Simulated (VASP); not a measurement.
# MgCd3O4 (Cmmm) in VASP: notebook

MgCd3O4 is run at these levels: PBE; tasks: single point.

All numbers are computed with VASP 6.6.1; they aren't measurements. Logs are shortened: lines on timing, memory, paths and dates and some standing lists are left out, and cuts for length are marked.

## Step 1: The cell of the first run

The structure is orthorhombic, space group Cmmm (No. 65). The conventional cell has a = 6.600 Å, b = 9.336 Å, c = 3.286 Å, α = 90.00°, β = 90.00°, γ = 90.00°. Within 2.9 Å of Mg (site symmetry mmm) lie 6 O at 2.20 to 2.24 Å. Cd (site symmetry 2/m) has 6 O at 2.33 to 2.34 Å within 3.1 Å. Within 3.2 Å of Cd (site symmetry mmm) lie 6 O at 2.42 to 2.47 Å. Within 3.0 Å of O (site symmetry 2mm) lie 2 Mg at 2.24 Å and 4 Cd at 2.34 to 2.42 Å. Within 2.9 Å of O (site symmetry m2m) lie 1 Mg at 2.20 Å and 5 Cd at 2.33 to 2.47 Å.

## Step 2: Single point, PBE, collinear spin, ferromagnetic start

INCAR

```
SYSTEM = MgCd3O4
PREC = Accurate
ENCUT = 520
EDIFF = 1E-6
ISMEAR = 0
SIGMA = 0.1
LREAL = .False.
LASPH = .True.
NELM = 150
ALGO = Normal
ISIF = 2
LWAVE = .False.
LCHARG = .True.
ISPIN = 2
MAGMOM = 0 0 0 0 1 1 1 1
LORBIT = 11
GGA = PE
LELF = .True.
LVHAR = .True.
NBANDS = 45
```

KPOINTS

```
regular mesh
0
Gamma
  4 4 6
  0 0 0
```

POSCAR

```
MgCd3O4
1.0
    3.3001728000     -4.6678028000      0.0000000000
    3.3001728000      4.6678028000      0.0000000000
    0.0000000000      0.0000000000      3.2862608000
Mg Cd O
1 3 4
Direct
    0.5000000000      0.5000000000      0.5000000000
    0.0000000000      0.5000000000      0.0000000000
    0.0000000000      0.0000000000      0.5000000000
    0.5000000000      0.0000000000      0.0000000000
    0.7316240000      0.7316240000      0.0000000000
    0.7359300000      0.2640700000      0.5000000000
    0.2640700000      0.7359300000      0.5000000000
    0.2683760000      0.2683760000      0.0000000000
```

Potentials or basis: VASP PAW PBE potentials, release 64 (Mg, Cd, O).

Started as:

```bash
> cat potpaw_PBE.64/Mg/POTCAR potpaw_PBE.64/Cd/POTCAR potpaw_PBE.64/O/POTCAR > POTCAR
> mpirun -np 1 vasp_std > vasp.out
```

OUTCAR:

```text
SYSTEM = MgCd3O4
   PREC = Accurate
   ENCUT = 520
   EDIFF = 1E-6
   ISMEAR = 0
   LREAL = .False.
   LASPH = .True.
   NELM = 150
   ISIF = 2
   ISPIN = 2
   LORBIT = 11
   GGA = PE

 ion  position               nearest neighbor table
   1  0.500  0.500  0.500-   6 2.20   7 2.20   5 2.24   8 2.24   5 2.24   8 2.24   2 3.30   4 3.30
                             2 3.30   4 3.30   4 3.30   4 3.30   2 3.30   2 3.30   3 3.30   3 3.30
   2  0.000  0.500  0.000-   6 2.33   7 2.33   6 2.33   7 2.33   5 2.34   8 2.34   1 3.30   3 3.30
                             1 3.30   3 3.30   3 3.30   3 3.30   1 3.30   1 3.30   4 3.30   4 3.30
   3  0.000  0.000  0.500-   5 2.42   8 2.42   5 2.42   8 2.42   7 2.47   6 2.47   2 3.30   4 3.30
                             2 3.30   4 3.30   2 3.30   2 3.30   4 3.30   4 3.30   1 3.30   1 3.30
   4  0.500  0.000  0.000-   6 2.33   7 2.33   6 2.33   7 2.33   5 2.34   8 2.34   1 3.30   3 3.30
                             1 3.30   3 3.30   1 3.30   1 3.30   3 3.30   3 3.30   2 3.30   2 3.30
   5  0.732  0.732  0.000-   1 2.24   1 2.24   4 2.34   2 2.34   3 2.42   3 2.42
   6  0.736  0.264  0.500-   1 2.20   2 2.33   4 2.33   2 2.33   4 2.33   3 2.47
   7  0.264  0.736  0.500-   1 2.20   2 2.33   4 2.33   2 2.33   4 2.33   3 2.47
   8  0.268  0.268  0.000-   1 2.24   1 2.24   4 2.34   2 2.34   3 2.42   3 2.42

  LATTYP: Found a base centered orthorhombic cell.
 ALAT       =     6.6003456000
 B/A-ratio  =     1.4144116332
 C/A-ratio  =     0.4978922316

  Lattice vectors:

 A1 = (   3.3001728000,  -4.6678028000,   0.0000000000)
 A2 = (   3.3001728000,   4.6678028000,   0.0000000000)
 A3 = (   0.0000000000,   0.0000000000,   3.2862608000)

Analysis of symmetry for initial positions (statically):
=====================================================================
 Subroutine PRICEL returns:
 Original cell was already a primitive cell.

 Routine SETGRP: Setting up the symmetry group for a
 base centered orthorhombic supercell.

 Subroutine GETGRP returns: Found  8 space group operations
 (whereof  8 operations were pure point group operations)
 out of a pool of  8 trial point group operations.

The static configuration has the point symmetry D_2h.

Analysis of symmetry for dynamics (positions and initial velocities):
=====================================================================
 Subroutine PRICEL returns:
 Original cell was already a primitive cell.

 Routine SETGRP: Setting up the symmetry group for a
 base centered orthorhombic supercell.

 Subroutine GETGRP returns: Found  8 space group operations
 (whereof  8 operations were pure point group operations)
 out of a pool of  8 trial point group operations.

The dynamic configuration has the point symmetry D_2h.

Analysis of structural, dynamic, and magnetic symmetry:
=====================================================================
 Subroutine PRICEL returns:
 Original cell was already a primitive cell.

 Routine SETGRP: Setting up the symmetry group for a
 base centered orthorhombic supercell.

 Subroutine GETGRP returns: Found  8 space group operations
 (whereof  8 operations were pure point group operations)
 out of a pool of  8 trial point group operations.

The overall configuration has the point symmetry D_2h.

 Subroutine INISYM returns: Found  8 space group operations
 (whereof  8 operations are pure point group operations),
 and found     1 'primitive' translations

----------------------------------------------------------------------------------------

                                     Primitive cell

  volume of cell :     101.2468

  direct lattice vectors                    reciprocal lattice vectors
     3.300172800 -4.667802800  0.000000000     0.151507218 -0.107116779  0.000000000
     3.300172800  4.667802800  0.000000000     0.151507218  0.107116779  0.000000000
     0.000000000  0.000000000  3.286260800     0.000000000  0.000000000  0.304297212

  length of vectors
     5.716600694  5.716600694  3.286260800     0.185549027  0.185549027  0.304297212

  position of ions in fractional coordinates (direct lattice)
     0.500000000  0.500000000  0.500000000
     0.000000000  0.500000000  0.000000000
     0.000000000  0.000000000  0.500000000
     0.500000000  0.000000000  0.000000000
     0.731624000  0.731624000  0.000000000
     0.735930000  0.264070000  0.500000000
     0.264070000  0.735930000  0.500000000
     0.268376000  0.268376000  0.000000000
[... 75 lines left out ...]
   ISTART =      0    job   : 0-new  1-cont  2-samecut
   ICHARG =      2    charge: 1-file 2-atom 10-const
   ISPIN  =      2    spin polarized calculation?
   LNONCOLLINEAR =      F non collinear calculations
   LSORBIT =      F    spin-orbit coupling
   LASPH  =      T    aspherical Exc in radial PAW
   ENCUT  =  520.0 eV  38.22 Ry    6.18 a.u.  10.63 10.63  6.11*2*pi/ulx,y,z
   NELM   =    150;   NELMIN=  2; NELMDL= -5     # of ELM steps
   EDIFF  = 0.1E-05   stopping-criterion for ELM
   LREAL  =      F    real-space projection
   EDIFFG = 0.1E-04   stopping-criterion for IOM
   NSW    =      0    number of steps for IOM
   IBRION =     -1    ionic relax: 0-MD 1-quasi-New 2-CG
   NFREE  =      0    steps in history (QN), initial steepest desc. (CG)
   ISIF   =      2    stress and relaxation
   ISYM   =      2    0-nonsym 1-usesym 2-fastsym
   POTIM  = 0.5000    time-step for ionic-motion
   TEBEG  =    0.0;   TEEND  =   0.0 temperature during run
   PSTRESS=    0.0 pullay stress
   NELECT =      62.0000    total number of electrons
   NUPDOWN=      -1.0000    fix difference up-down
   EMIN   =  10.00;   EMAX   =-10.00  energy-range for DOS
   EFERMI =   0.00;   METHOD = LEGACY
   ISMEAR =     0;   SIGMA  =   0.10  broadening in eV -4-tet -1-fermi 0-gaus
   EFERMI_NEDOS =   21; number of points for ismear=-14 and -15
   IALGO  =     38    algorithm
   IMIX   =      4    mixing-type and parameters
     AMIX     =   0.40;   BMIX     =  1.00
     AMIX_MAG =   1.60;   BMIX_MAG =  1.00
  volume/ion in A,a.u.               =      12.66        85.41
  Fermi-wavevector in a.u.,A,eV,Ry     =   1.390203  2.627103 26.295508  1.932665
  Thomas-Fermi vector in A             =   2.514161
   LORBIT       =     11    0 simple, 1 ext, 2 COOP (PROOUT), +10 PAW based schemes
   GGA     = PE    functional components
   LHFCALC =     F    Hartree Fock is set to
   AEXX    =    0.0000 exact exchange contribution
   IVDW    =     0    specifies the selected vdW correction
   LEPSILON=     F    determine dielectric tensor
   LRPA    =     F    only Hartree local field effects (RPA)
 spin polarized calculation
 Gauss-broadening in eV      SIGMA  =   0.10
  energy-cutoff  :      520.00
  volume of cell :      101.25
 maximum number of plane-waves:      2784
 NGX is ok and might be reduce to    48
   NGX = 21   NGY = 21   NGZ = 13

 number of electron      61.9999990 magnetization      -0.0000981

 number of electron      61.9999990 magnetization       0.0000715

 Free energy of the ion-electron system (eV)
  ---------------------------------------------------
  ext. energy  EPLUGINS =         0.00000000
  ---------------------------------------------------
  free energy    TOTEN  =       -34.62774147 eV

  energy without entropy =      -34.62539121  energy(sigma->0) =      -34.62656634

 E-fermi :   2.3384     XC(G=0): -11.3217

 val. band max:        2.3031126381   @ k =   0.0000   0.0000   0.0000
 cond. band min:       3.4180166843   @ k =   0.2500  -0.0000   0.0000
 fundamental gap:      1.1149040462
 Fermi energy:         2.3384080260

 spin component 1

 k-point     1 :       0.0000    0.0000    0.0000
  band No.  band energies     occupation
      1     -15.1468      1.00000
      2     -14.3869      1.00000
      3     -14.3578      1.00000
      4     -14.3040      1.00000
      5      -5.4468      1.00000
      6      -5.3681      1.00000
[... 1093 lines left out ...]
     42      12.3088      0.00000
     43      13.3611      0.00000

 [... further k-points ...]

 spin component 2

 k-point     1 :       0.0000    0.0000    0.0000
  band No.  band energies     occupation
      1     -15.1467      1.00000
      2     -14.3869      1.00000
      3     -14.3578      1.00000
      4     -14.3040      1.00000
      5      -5.4468      1.00000
      6      -5.3681      1.00000
[... 1093 lines left out ...]
     42      12.3089      0.00000
     43      13.3612      0.00000

 [... further k-points ...]

 [bands above 43 left out]

------------------------ aborting loop because EDIFF is reached ----------------------------------------

  FORCE on cell =-STRESS in cart. coord.  units (eV):
  Direction    XX          YY          ZZ          XY          YZ          ZX
  --------------------------------------------------------------------------------------
  -------------------------------------------------------------------------------------
  Total        0.6407784      0.5847629      0.6270861      0.0000000      0.0000000      0.0000000
  in kB       10.1399831      9.2535667      9.9233094      0.0000000      0.0000000      0.0000000
  external PRESSURE =       9.7722864 kB  Pullay stress =       0.0000000 kB

 VOLUME and BASIS-vectors are now :
 -----------------------------------------------------------------------------
  energy-cutoff  :      520.00
  volume of cell :      101.25
      direct lattice vectors                 reciprocal lattice vectors
     3.300172800 -4.667802800  0.000000000     0.151507218 -0.107116779  0.000000000
     3.300172800  4.667802800  0.000000000     0.151507218  0.107116779  0.000000000
     0.000000000  0.000000000  3.286260800     0.000000000  0.000000000  0.304297212

 POSITION                                       TOTAL-FORCE (eV/Angst)
 -----------------------------------------------------------------------------------
      3.30017      0.00000      1.64313         0.000000      0.000000      0.000000
      1.65009      2.33390      0.00000         0.000000      0.000000      0.000000
      0.00000      0.00000      1.64313        -0.000000      0.000000      0.000000
      1.65009     -2.33390      0.00000         0.000000      0.000000      0.000000
      4.82897      0.00000      0.00000        -0.077813      0.000000     -0.000000
      3.30017     -2.20255      1.64313         0.000000      0.057490      0.000000
      3.30017      2.20255      1.64313         0.000000     -0.057490     -0.000000
      1.77137      0.00000      0.00000         0.077813      0.000000      0.000000
 -----------------------------------------------------------------------------------
    total drift:                                0.000000      0.000000      0.000000

  FREE ENERGIE OF THE ION-ELECTRON SYSTEM (eV)
  ---------------------------------------------------
  free  energy   TOTEN  =       -34.6277414748 eV

  energy  without entropy=      -34.6253912082  energy(sigma->0) =      -34.62656634

 total charge

# of ion       s       p       d       tot
------------------------------------------
    1        0.127   0.124   0.048   0.300
    2        0.340   0.270   9.656  10.266
    3        0.328   0.230   9.638  10.196
    4        0.340   0.270   9.656  10.266
    5        1.564   3.382   0.000   4.946
    6        1.569   3.379   0.000   4.948
    7        1.569   3.379   0.000   4.948
    8        1.564   3.382   0.000   4.946
--------------------------------------------------
tot          7.402  14.418  28.998  50.817

 magnetization (x)

# of ion       s       p       d       tot
------------------------------------------
    1        0.000   0.000  -0.000   0.000
    2        0.000   0.000  -0.000   0.000
    3        0.000   0.000  -0.000   0.000
    4        0.000   0.000  -0.000   0.000
    5        0.000   0.000   0.000   0.000
    6        0.000   0.000   0.000   0.000
    7        0.000   0.000   0.000   0.000
    8        0.000   0.000   0.000   0.000
--------------------------------------------------
tot          0.000   0.000  -0.000   0.000
```

It took 6.8 min on 1 thread of Oxide Virtual Turin-like, shared host; peak memory 0.35 GiB.

What came out:

- Free energy: -34.6277 eV
- Pressure: 1.0 GPa
- Largest force: 0.078 eV/Å
- Net moment: 0.00 μB per cell
- Valence electrons inside the program's atomic spheres: Mg 0.30; Cd 10.27, 10.20; O 4.95

Forces in eV/Å, atoms in the order of the input:
```
Mg   0.000  0.000  0.000
Cd   0.000  0.000  0.000
Cd   0.000  0.000  0.000
Cd   0.000  0.000  0.000
O   -0.078  0.000  0.000
O    0.000  0.057  0.000
O    0.000 -0.057  0.000
O    0.078  0.000  0.000
```

Levels at points of the mesh, in eV from the Fermi level:
Spin up:
| k point | band 28 | band 29 | band 30 | band 31 | band 32 | band 33 | band 34 | band 35 |
| --- | --- | --- | --- | --- | --- | --- | --- | --- |
| (0.00, 0.00, 0.00) | -1.04 | -0.98 | -0.13 | -0.11 | -0.04 | 3.99 | 4.32 | 4.60 |
| (0.50, 0.00, 0.00) | -0.93 | -0.85 | -0.85 | -0.75 | 2.44 | 2.83 | 5.16 | 5.85 |
| (0.50, 0.50, 0.00) | -1.63 | -1.61 | -1.14 | -0.13 | 2.94 | 3.57 | 5.29 | 6.03 |
| (0.00, 0.00, 0.50) | -2.09 | -1.91 | -0.94 | -0.14 | 4.40 | 5.01 | 6.07 | 7.10 |
| (0.50, 0.00, 0.50) | -1.51 | -1.41 | -1.31 | -1.14 | 4.46 | 4.82 | 5.78 | 6.44 |
| (0.50, 0.50, 0.50) | -1.00 | -0.79 | -0.12 | -0.04 | 3.94 | 4.01 | 4.21 | 4.44 |
Spin down:
```tsv
k point	band 28	band 29	band 30	band 31	band 32	band 33	band 34	band 35
(0.00, 0.00, 0.00)	-1.04	-0.98	-0.13	-0.11	-0.04	3.99	4.32	4.60
(0.50, 0.00, 0.00)	-0.93	-0.85	-0.85	-0.75	2.44	2.83	5.16	5.85
(0.50, 0.50, 0.00)	-1.63	-1.61	-1.14	-0.13	2.94	3.57	5.29	6.03
(0.00, 0.00, 0.50)	-2.09	-1.91	-0.94	-0.14	4.40	5.01	6.07	7.10
(0.50, 0.00, 0.50)	-1.51	-1.41	-1.31	-1.14	4.46	4.82	5.78	6.44
(0.50, 0.50, 0.50)	-1.00	-0.79	-0.12	-0.04	3.94	4.01	4.21	4.44
```

[end of part 1 of 2]
